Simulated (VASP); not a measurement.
Write the native input for VASP 6.6.1 that does the following.

```yaml
Task: single point
Functional: r2SCAN
Potentials_or_basis: VASP PAW PBE potentials, release 64 (W_sv, O)
Cutoff: 520 eV
k_mesh: 13 × 13 × 12
Occupations: fermi-dirac, width 0.1 eV
Spin: no spin polarisation
Dipole_correction: no
Further_INCAR_settings: ALGO = Normal; EDIFF = 1e-06; NBANDS = 17
```

Crystal: WO.

```xyz
2
Lattice="1.4466 2.5055 0.0000 -1.4466 2.5055 0.0000 0.0000 0.0000 2.8241" Properties=species:S:1:pos:R:3 pbc="T T T"
W     0.0000    0.0000    0.0000
O     0.0000    3.3407    1.4121
```

One way to write it, as run:

POSCAR

```
WO
1.0
    1.4465670200      2.5055242700      0.0000000000
   -1.4465670200      2.5055242700      0.0000000000
    0.0000000000      0.0000000000      2.8241045800
W O
1 1
Direct
    0.0000000000      0.0000000000      0.0000000000
    0.6666700000      0.6666600000      0.5000000000
```

INCAR.step1

```
  ALGO = Normal
  EDIFF = 1E-4
  ENCUT = 520
  GGA = PE
  ISMEAR = -1
  LASPH = T
  LCHARG = F
  LREAL = F
  LWAVE = T
  NBANDS = 17
  NELM = 80
  PREC = Accurate
  SIGMA = 0.1
```

INCAR.step2

```
  ALGO = Normal
  EDIFF = 1E-6
  ENCUT = 520
  ISIF = 2
  ISMEAR = -1
  ISTART = 1
  LASPH = T
  LCHARG = F
  LMIXTAU = T
  LREAL = F
  LWAVE = F
  METAGGA = R2SCAN
  NBANDS = 17
  NELM = 80
  PREC = Accurate
  SIGMA = 0.1
```

KPOINTS

```
k-points
0
Gamma
  13 13 12
```

Potentials or basis: VASP PAW PBE potentials, release 64 (W_sv, O).

The run is started by

```console
$ cat potpaw_PBE.64/W_sv/POTCAR potpaw_PBE.64/O/POTCAR > POTCAR
$ cp INCAR.step1 INCAR
$ mpirun -np 1 vasp_std > vasp.out
$ cp INCAR.step2 INCAR
$ mpirun -np 1 vasp_std > vasp.out
```

Results of the run:

```json
{
 "Pressure": "28.6 GPa",
 "Band gap on the k mesh": "zero (bands 10 and 11 overlap by 2.99 eV)"
}
```

Caveat: the cell stands under pressure; the PAW data sets were made with another functional, which shifts forces and pressure a little; spin-orbit coupling is left out, which moves the levels of the heavy elements.

Wall time 6.2 min on 1 thread of AMD EPYC 7R43 64-Core Processor (Zen 3), with other jobs on the host, peak memory 0.2 GiB.
